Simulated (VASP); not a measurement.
# CuI (P4/nmm) in VASP: notebook

Aim: see how the results for CuI move with the level of theory and the settings. Levels: PBE, r2SCAN. Tasks: single point.

Everything below comes from runs of VASP 6.6.1. Logs are shortened: lines on timing, memory, paths and dates and some standing lists are left out, and cuts for length are marked.

### 1 The cell of the first run

It takes space group P4/nmm (No. 129, tetragonal). Conventional cell: a = 4.055 Å, b = 4.055 Å, c = 6.346 Å, α = 90.00°, β = 90.00°, γ = 90.00°. Cu (site symmetry -4m2) has 4 I at 2.64 Å and 4 Cu at 2.87 Å within 3.5 Å. I (site symmetry 4mm) has 4 Cu at 2.64 Å within 3.5 Å.

### 2 Single point, PBE

INCAR reads:

```
  PREC = Accurate
  ENCUT = 520
  EDIFF = 1E-6
  ISMEAR = 0
  SIGMA = 0.01
  LREAL = F
  LASPH = T
  NELM = 80
  ALGO = Normal
  ISIF = 2
  LWAVE = F
  LCHARG = F
  GGA = PE
  NBANDS = 26
```

KPOINTS reads:

```
regular mesh
0
Gamma
  6 6 4
```

POSCAR reads:

```
CuI
1.0
    4.0551101505      0.0000000000      0.0000000000
    0.0000000000      4.0551101505      0.0000000000
    0.0000000000      0.0000000000      6.3456839476
Cu I
2 2
Direct
    0.5000000000      0.5000000000      0.0000000000
    0.0000000000      0.0000000000      0.0000000000
    0.5000000000      0.0000000000      0.2667094035
    0.0000000000      0.5000000000      0.7332905965
```

Potentials or basis: VASP PAW PBE potentials, release 64 (Cu, I).

Launch:

```bash
> cat potpaw_PBE.64/Cu/POTCAR potpaw_PBE.64/I/POTCAR > POTCAR
> mpirun -np 1 vasp_std > vasp.out
```

OUTCAR:

```text
PREC = Accurate
   ENCUT = 520
   EDIFF = 1E-6
   ISMEAR = 0
   LREAL = F
   LASPH = T
   NELM = 80
   ISIF = 2
   GGA = PE

 ion  position               nearest neighbor table
   1  0.500  0.500  0.000-   3 2.64   4 2.64   3 2.64   4 2.64
   2  0.000  0.000  0.000-   3 2.64   4 2.64   4 2.64   3 2.64
   3  0.500  0.000  0.267-   1 2.64   2 2.64   1 2.64   2 2.64
   4  0.000  0.500  0.733-   1 2.64   2 2.64   2 2.64   1 2.64

  LATTYP: Found a simple tetragonal cell.
 ALAT       =     4.0551101505
 C/A-ratio  =     1.5648610548

  Lattice vectors:

 A1 = (   4.0551101505,   0.0000000000,   0.0000000000)
 A2 = (   0.0000000000,   4.0551101505,   0.0000000000)
 A3 = (   0.0000000000,   0.0000000000,   6.3456839476)

Analysis of symmetry for initial positions (statically):
=====================================================================
 Subroutine PRICEL returns:
 Original cell was already a primitive cell.

 Routine SETGRP: Setting up the symmetry group for a
 simple tetragonal supercell.

 Subroutine GETGRP returns: Found 16 space group operations
 (whereof  8 operations were pure point group operations)
 out of a pool of 16 trial point group operations.

The static configuration has the point symmetry D_2d.
 The point group associated with its full space group is D_4h.

Analysis of symmetry for dynamics (positions and initial velocities):
=====================================================================
 Subroutine PRICEL returns:
 Original cell was already a primitive cell.

 Routine SETGRP: Setting up the symmetry group for a
 simple tetragonal supercell.

 Subroutine GETGRP returns: Found 16 space group operations
 (whereof  8 operations were pure point group operations)
 out of a pool of 16 trial point group operations.

The dynamic configuration has the point symmetry D_2d.
 The point group associated with its full space group is D_4h.

 Subroutine INISYM returns: Found 16 space group operations
 (whereof  8 operations are pure point group operations),
 and found     1 'primitive' translations

----------------------------------------------------------------------------------------

                                     Primitive cell

  volume of cell :     104.3479

  direct lattice vectors                    reciprocal lattice vectors
     4.055110151  0.000000000  0.000000000     0.246602426  0.000000000  0.000000000
     0.000000000  4.055110151  0.000000000     0.000000000  0.246602426  0.000000000
     0.000000000  0.000000000  6.345683948     0.000000000  0.000000000  0.157587426

  length of vectors
     4.055110151  4.055110151  6.345683948     0.246602426  0.246602426  0.157587426

  position of ions in fractional coordinates (direct lattice)
     0.500000000  0.500000000  0.000000000
     0.000000000  0.000000000  0.000000000
     0.500000000  0.000000000  0.266709404
     0.000000000  0.500000000  0.733290596

  ion indices of the primitive-cell ions
   primitive index   ion index
                 1           1
                 2           2
                 3           3
                 4           4

----------------------------------------------------------------------------------------

 KPOINTS: regular mesh

Automatic generation of k-mesh.
 Grid dimensions read from file:
 generate k-points for:    6    6    4

 Generating k-lattice:

  Cartesian coordinates                     Fractional coordinates (reciprocal lattice)
     0.041100404  0.000000000  0.000000000     0.166666667  0.000000000  0.000000000
     0.000000000  0.041100404  0.000000000     0.000000000  0.166666667  0.000000000
     0.000000000  0.000000000  0.039396857     0.000000000  0.000000000  0.250000000

  Length of vectors
     0.041100404  0.041100404  0.039396857

  Shift w.r.t. Gamma in fractional coordinates (k-lattice)
     0.000000000  0.000000000  0.000000000

 Subroutine IBZKPT returns following result:
 ===========================================

 Found     30 irreducible k-points:

 Following reciprocal coordinates:
            Coordinates               Weight
  0.000000  0.000000  0.000000      1.000000
  0.166667  0.000000  0.000000      4.000000
  0.333333  0.000000  0.000000      4.000000
  0.500000  0.000000  0.000000      2.000000
  0.166667  0.166667  0.000000      4.000000
  0.333333  0.166667  0.000000      8.000000
[... 16 lines left out ...]
  0.333333  0.000000  0.500000      4.000000
  0.500000  0.000000  0.500000      2.000000
 [... further k-points ...]
   k-points           NKPTS =     30   k-points in BZ     NKDIM =     30   number of bands    NBANDS=     26
   number of dos      NEDOS =    301   number of ions     NIONS =      4
   total plane-waves  NPLWV =  43200
   dimension x,y,z NGX =    30 NGY =   30 NGZ =   48
   dimension x,y,z NGXF=    60 NGYF=   60 NGZF=   96
   ions per type =               2   2
   NGX,Y,Z   is equivalent  to a cutoff of  12.30, 12.30, 12.58 a.u.
   NGXF,Y,Z  is equivalent  to a cutoff of  24.60, 24.60, 25.15 a.u.
 SYSTEM =  unknown system
   PREC   = accura    normal or accurate (medium, high low for compatibility)
   ISTART =      0    job   : 0-new  1-cont  2-samecut
   ICHARG =      2    charge: 1-file 2-atom 10-const
   ISPIN  =      1    spin polarized calculation?
   LNONCOLLINEAR =      F non collinear calculations
   LSORBIT =      F    spin-orbit coupling
   LASPH  =      T    aspherical Exc in radial PAW
   ENCUT  =  520.0 eV  38.22 Ry    6.18 a.u.   7.54  7.54 11.80*2*pi/ulx,y,z
   NELM   =     80;   NELMIN=  2; NELMDL= -5     # of ELM steps
   EDIFF  = 0.1E-05   stopping-criterion for ELM
   LREAL  =      F    real-space projection
   EDIFFG = 0.1E-04   stopping-criterion for IOM
   NSW    =      0    number of steps for IOM
   IBRION =     -1    ionic relax: 0-MD 1-quasi-New 2-CG
   NFREE  =      0    steps in history (QN), initial steepest desc. (CG)
   ISIF   =      2    stress and relaxation
   ISYM   =      2    0-nonsym 1-usesym 2-fastsym
   POTIM  = 0.5000    time-step for ionic-motion
   TEBEG  =    0.0;   TEEND  =   0.0 temperature during run
   PSTRESS=    0.0 pullay stress
   NELECT =      36.0000    total number of electrons
   NUPDOWN=      -1.0000    fix difference up-down
   EMIN   =  10.00;   EMAX   =-10.00  energy-range for DOS
   EFERMI =   0.00;   METHOD = LEGACY
   ISMEAR =     0;   SIGMA  =   0.01  broadening in eV -4-tet -1-fermi 0-gaus
   EFERMI_NEDOS =   21; number of points for ismear=-14 and -15
   IALGO  =     38    algorithm
   IMIX   =      4    mixing-type and parameters
     AMIX     =   0.40;   BMIX     =  1.00
     AMIX_MAG =   1.60;   BMIX_MAG =  1.00
  volume/ion in A,a.u.               =      26.09       176.04
  Fermi-wavevector in a.u.,A,eV,Ry     =   1.148192  2.169768 17.937162  1.318344
  Thomas-Fermi vector in A             =   2.284868
   LORBIT       =      0    0 simple, 1 ext, 2 COOP (PROOUT), +10 PAW based schemes
   GGA     = PE    functional components
   LHFCALC =     F    Hartree Fock is set to
   AEXX    =    0.0000 exact exchange contribution
   IVDW    =     0    specifies the selected vdW correction
   LEPSILON=     F    determine dielectric tensor
   LRPA    =     F    only Hartree local field effects (RPA)
 non-spin polarized calculation
 Gauss-broadening in eV      SIGMA  =   0.01
  energy-cutoff  :      520.00
  volume of cell :      104.35
 maximum number of plane-waves:      2838
   NGX = 15   NGY = 15   NGZ = 23

 number of electron      36.0000004 magnetization

 Free energy of the ion-electron system (eV)
  ---------------------------------------------------
  ext. energy  EPLUGINS =         0.00000000
  ---------------------------------------------------
  free energy    TOTEN  =       -11.04013894 eV

  energy without entropy =      -11.04013894  energy(sigma->0) =      -11.04013894

 E-fermi :   5.0090     XC(G=0):  -9.2570

 val. band max:        4.9436063074   @ k =   0.0000   0.0000   0.0000
 cond. band min:       6.5382108378   @ k =   0.0000   0.0000   0.0000
 fundamental gap:      1.5946045304
 Fermi energy:         5.0090332521

 k-point     1 :       0.0000    0.0000    0.0000
  band No.  band energies     occupation
      1      -9.1182      2.00000
      2      -8.3301      2.00000
      3      -1.0529      2.00000
      4       1.1326      2.00000
      5       1.3061      2.00000
      6       1.3061      2.00000
[... 18 lines left out ...]
     25      13.5387      0.00000
     26      13.5623      0.00000

 k-point     2 :       0.1667    0.0000    0.0000
  band No.  band energies     occupation
      1      -9.0085      2.00000
      2      -8.3088      2.00000
      3      -0.8614      2.00000
      4       0.9747      2.00000
      5       0.9749      2.00000
      6       1.1982      2.00000
[... 18 lines left out ...]
     25      13.3384      0.00000
     26      13.7443      0.00000

 k-point     3 :       0.3333    0.0000    0.0000
  band No.  band energies     occupation
      1      -8.7344      2.00000
      2      -8.3079      2.00000
      3      -0.3807      2.00000
      4       0.0890      2.00000
      5       0.3364      2.00000
      6       1.0600      2.00000
[... 18 lines left out ...]
     25      12.0493      0.00000
     26      12.3752      0.00000

 k-point     4 :       0.5000    0.0000    0.0000
  band No.  band energies     occupation
      1      -8.4488      2.00000
      2      -8.4488      2.00000
      3      -0.2745      2.00000
      4      -0.2745      2.00000
      5       0.5635      2.00000
      6       0.5635      2.00000
[... 18 lines left out ...]
     25      11.5514      0.00000
     26      11.5514      0.00000

 k-point     5 :       0.1667    0.1667    0.0000
  band No.  band energies     occupation
      1      -8.9031      2.00000
      2      -8.2819      2.00000
      3      -0.6794      2.00000
      4       0.7648      2.00000
      5       0.8074      2.00000
      6       1.1382      2.00000
[... 18 lines left out ...]
     25      11.7070      0.00000
     26      13.1078      0.00000

 k-point     6 :       0.3333    0.1667    0.0000
  band No.  band energies     occupation
      1      -8.6426      2.00000
      2      -8.2639      2.00000
      3      -0.2766      2.00000
      4       0.0428      2.00000
      5       0.3029      2.00000
      6       1.1115      2.00000
[... 427 lines left out ...]
 k-point    21 :       0.0000    0.0000    0.5000
  band No.  band energies     occupation
      1      -8.8510      2.00000
      2      -8.6594      2.00000
      3      -0.2493      2.00000
      4       0.2890      2.00000
      5       1.1551      2.00000
      6       1.1551      2.00000
[... 18 lines left out ...]
     25      10.7458      0.00000
     26      12.8706      0.00000

 k-point    22 :       0.1667    0.0000    0.5000
  band No.  band energies     occupation
      1      -8.7658      2.00000
      2      -8.5977      2.00000
      3      -0.3237      2.00000
      4       0.1998      2.00000
      5       1.0326      2.00000
      6       1.2074      2.00000
[... 18 lines left out ...]
     25      10.9536      0.00000
     26      12.9438      0.00000

 k-point    23 :       0.3333    0.0000    0.5000
  band No.  band energies     occupation
      1      -8.5748      2.00000
      2      -8.4749      2.00000
      3      -0.6552      2.00000
      4      -0.3550      2.00000
      5       1.0671      2.00000
      6       1.2117      2.00000
[... 18 lines left out ...]
     25      12.3471      0.00000
     26      12.8072      0.00000

 k-point    24 :       0.5000    0.0000    0.5000
  band No.  band energies     occupation
      1      -8.4406      2.00000
      2      -8.4406      2.00000
      3      -0.8023      2.00000
      4      -0.8023      2.00000
      5       1.2254      2.00000
      6       1.2254      2.00000
[... 18 lines left out ...]
     25      12.9791      0.00000
     26      12.9791      0.00000

 [... further k-points ...]

------------------------ aborting loop because EDIFF is reached ----------------------------------------

  FORCE on cell =-STRESS in cart. coord.  units (eV):
  Direction    XX          YY          ZZ          XY          YZ          ZX
  --------------------------------------------------------------------------------------
  -------------------------------------------------------------------------------------
  Total        1.4373659      1.4373659      1.5628009      0.0000000      0.0000000      0.0000000
  in kB       22.0695858     22.0695858     23.9955379      0.0000000      0.0000000      0.0000000
  external PRESSURE =      22.7115698 kB  Pullay stress =       0.0000000 kB

 VOLUME and BASIS-vectors are now :
 -----------------------------------------------------------------------------
  energy-cutoff  :      520.00
  volume of cell :      104.35
      direct lattice vectors                 reciprocal lattice vectors
     4.055110151  0.000000000  0.000000000     0.246602426  0.000000000  0.000000000
     0.000000000  4.055110151  0.000000000     0.000000000  0.246602426  0.000000000
     0.000000000  0.000000000  6.345683948     0.000000000  0.000000000  0.157587426

 POSITION                                       TOTAL-FORCE (eV/Angst)
 -----------------------------------------------------------------------------------
      2.02756      2.02756      0.00000         0.000000      0.000000      0.000000
      0.00000      0.00000      0.00000         0.000000     -0.000000      0.000000
      2.02756      0.00000      1.69245        -0.000000     -0.000000      0.157393
      0.00000      2.02756      4.65323         0.000000      0.000000     -0.157393
 -----------------------------------------------------------------------------------
    total drift:                                0.000000      0.000000     -0.000000

  FREE ENERGIE OF THE ION-ELECTRON SYSTEM (eV)
  ---------------------------------------------------
  free  energy   TOTEN  =       -11.0401389358 eV

  energy  without entropy=      -11.0401389358  energy(sigma->0) =      -11.04013894
```

It took 2.4 min on 1 thread of AMD EPYC 7R13, shared host; peak memory 0.2 GiB.

What came out:

```
Free energy            : -11.0401 eV
Pressure               : 2.3 GPa
Largest force          : 0.157 eV/Å
Band gap on the k mesh : 1.59 eV
```

Forces in eV/Å, atoms in the order of the input:
```
Cu   0.000  0.000  0.000
Cu   0.000  0.000  0.000
I    0.000  0.000  0.157
I    0.000  0.000 -0.157
```

Caveat: spin-orbit coupling is left out, which moves the levels of the heavy elements; this functional lacks dispersion, which binds layers or chains, so the pressure and a relaxed spacing across them are unreliable.

### 3 Single point, r2SCAN

POSCAR is that of step 2.

INCAR.step1 reads:

```
PREC = Accurate
ENCUT = 520
ISMEAR = 0
SIGMA = 0.01
LREAL = False
LASPH = True
NELM = 60
NBANDS = 26
GGA = PE
ALGO = Normal
EDIFF = 1E-4
LWAVE = True
LCHARG = False
```

INCAR.step2 reads:

```
PREC = Accurate
ENCUT = 520
EDIFF = 1E-6
ISMEAR = 0
SIGMA = 0.01
LREAL = False
LASPH = True
NELM = 60
ALGO = Normal
ISIF = 2
LWAVE = False
LCHARG = False
METAGGA = R2SCAN
LMIXTAU = True
NBANDS = 26
ISTART = 1
```

KPOINTS reads:

```
Automatic mesh
0
Gamma
  6 6 4
```

Potentials or basis: VASP PAW PBE potentials, release 64 (Cu, I).

Launch:

```bash
> cat potpaw_PBE.64/Cu/POTCAR potpaw_PBE.64/I/POTCAR > POTCAR
> cp INCAR.step1 INCAR
> mpirun -np 1 vasp_std > vasp.out
> cp INCAR.step2 INCAR
> mpirun -np 1 vasp_std > vasp.out
```

It took 9.8 min on 1 thread of AMD EPYC 7R13, shared host; peak memory 0.22 GiB.

The run converged. Its results:

```
Free energy            : -71.5422 eV
Pressure               : 1.1 GPa
Largest force          : 0.006 eV/Å
Band gap on the k mesh : 2.07 eV
```

Forces in eV/Å, atoms in the order of the input:
```
Cu   0.000  0.000  0.000
Cu   0.000  0.000  0.000
I    0.000  0.000 -0.006
I    0.000  0.000  0.006
```

Levels at points of the mesh, in eV from the valence-band top:
```tsv
k point	band 15	band 16	band 17	band 18	band 19	band 20	band 21	band 22
(0.00, 0.00, 0.00)	-1.21	-0.87	0.00	0.00	2.07	3.42	3.66	5.25
(0.50, 0.00, 0.00)	-1.19	-1.19	-0.53	-0.53	4.17	4.17	5.23	5.23
(0.50, 0.50, 0.00)	-1.75	-1.75	-1.13	-1.13	2.84	2.84	2.95	2.95
(0.00, 0.00, 0.50)	-1.35	-1.21	-0.39	-0.39	3.70	3.85	3.97	4.66
(0.50, 0.00, 0.50)	-0.76	-0.76	-0.50	-0.50	2.61	2.61	5.57	5.57
(0.50, 0.50, 0.50)	-1.75	-1.75	-1.03	-1.03	4.40	4.40	4.56	4.56
```

Caveat: the PAW data sets were made with another functional, which shifts forces and pressure a little; spin-orbit coupling is left out, which moves the levels of the heavy elements.
